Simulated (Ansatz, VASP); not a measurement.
This is a calculation of C for Ansatz 0.2.0.

File input.yaml:

```yaml
crystal:
  lattice:
    - [0.0, 1.7469644787, 1.7469644787]
    - [1.7469644787, 0.0, 1.7469644787]
    - [1.7469644787, 1.7469644787, 0.0]
  atoms:
    - { symbol: C, position: [0.75, 0.75, 0.75] }
    - { symbol: C, position: [0.5, 0.5, 0.5] }
hamiltonian:
  xc: r2scan
  pseudopotentials: { kind: paw }
  dispersion: rvv10
kpoints:
  mp_grid: { grid: [13, 13, 13] }
scf:
  occupations: { method: fermi_dirac, width: 0.05 }
output:
  forces: true
  stress: true
  eigenvalues: true
```

Potentials or basis: Ansatz PAW.

Command:

```bash
$ ansatz run input.yaml --threads 2 --pin off --max-ram 5120MiB --backend cpu --events-out ev --progress --plain --runs-dir out
```

Problem. Translate it to VASP 6.6.1. Potentials there: VASP PAW PBE potentials, release 64 (C).

Solution. As run (the cutoff follows the program's own potentials):

Contents of POSCAR:

```
C
1.0
    0.0000000000      1.7469644787      1.7469644787
    1.7469644787      0.0000000000      1.7469644787
    1.7469644787      1.7469644787      0.0000000000
C
2
Direct
    0.7500000000      0.7500000000      0.7500000000
    0.5000000000      0.5000000000      0.5000000000
```

The input INCAR.step1:

```
SYSTEM = C
ALGO = Normal
EDIFF = 1E-4
ENCUT = 520
GGA = PE
ISMEAR = -1
LASPH = .TRUE.
LCHARG = .FALSE.
LREAL = .FALSE.
LWAVE = .TRUE.
NBANDS = 11
NELM = 100
PREC = Accurate
SIGMA = 0.05
```

The input INCAR.step2:

```
SYSTEM = C
ALGO = Normal
BPARAM = 11.95
CPARAM = 0.0093
EDIFF = 1E-6
ENCUT = 520
ISIF = 2
ISMEAR = -1
ISTART = 1
IVDW_NL = 2
LASPH = .TRUE.
LCHARG = .FALSE.
LMIXTAU = .TRUE.
LREAL = .FALSE.
LUSE_VDW = .TRUE.
LWAVE = .FALSE.
METAGGA = R2SCAN
NBANDS = 11
NELM = 100
PREC = Accurate
SIGMA = 0.05
```

Contents of KPOINTS:

```
k-points
0
G
  13 13 13
  0 0 0
```

Potentials or basis: VASP PAW PBE potentials, release 64 (C).

The run is started by

```bash
$ cat potpaw_PBE.64/C/POTCAR > POTCAR
$ cp INCAR.step1 INCAR
$ mpirun -np 1 vasp_std > vasp.out
$ cp INCAR.step2 INCAR
$ mpirun -np 1 vasp_std > vasp.out
```

Both were run:

|  | VASP | Ansatz | Ansatz less VASP |
| --- | --- | --- | --- |
| gap on the k mesh at the Fermi level (eV) | 4.45 | 4.48 | +0.031 |
| least direct gap on the mesh (eV) | 6.00 | 6.05 | +0.050 |

VASP's potentials were made for PBE, not for r2SCAN.

Noted on Ansatz's run: odd divisions of the mesh miss points on the zone boundary, where band edges often lie, so the gap on the mesh can be too wide.
